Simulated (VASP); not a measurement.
The system is GaAs (rocksalt type).

```
Ga As
1.0
     0.00000    2.50942    2.50942
     2.50942    0.00000    2.50942
     2.50942    2.50942    0.00000
Ga As
1 1
Direct
  0.00000 0.00000 0.00000
  0.50000 0.50000 0.50000
```

```yaml
Program: VASP 6.6.1
Task: relaxation of cell and atoms
Functional: r2SCAN
Potentials_or_basis: VASP PAW PBE potentials, release 64 (Ga_d, As)
Cutoff: 600 eV
k_mesh: 15 × 15 × 15
Occupations: fermi-dirac, width 0.1 eV
Spin: no spin polarisation
```

At the start: pressure 22.7 GPa; volume 15.80 Å³/atom.

Task: How do energy, volume and symmetry change on relaxing?

Result: Over 3 steps the energy falls by 187.0 meV/atom and the volume is 18.94 Å³/atom (+19.9 %); space group Fm-3m (No. 225, to 0.05 Å).

Step by step:
```
step  energy change (eV)  largest force (eV/Å)  pressure (GPa)  volume (Å³)
   1              0.0000                0.0000           22.69        31.60
   2             -0.2359                0.0000           -7.60        42.98
   3             -0.3739                0.0000            0.01        37.88
```

Final structure:
```xyz
2
Lattice="0.0000 2.6657 2.6657 2.6657 0.0000 2.6657 2.6657 2.6657 0.0000" Properties=species:S:1:pos:R:3 pbc="T T T"
Ga    0.0000    0.0000    0.0000
As    2.6657    2.6657    2.6657
```

Caveat: the volume moved by over 15 % at a fixed basis, so the end points are rough; the PAW data sets were made with another functional, which shifts forces and pressure a little.
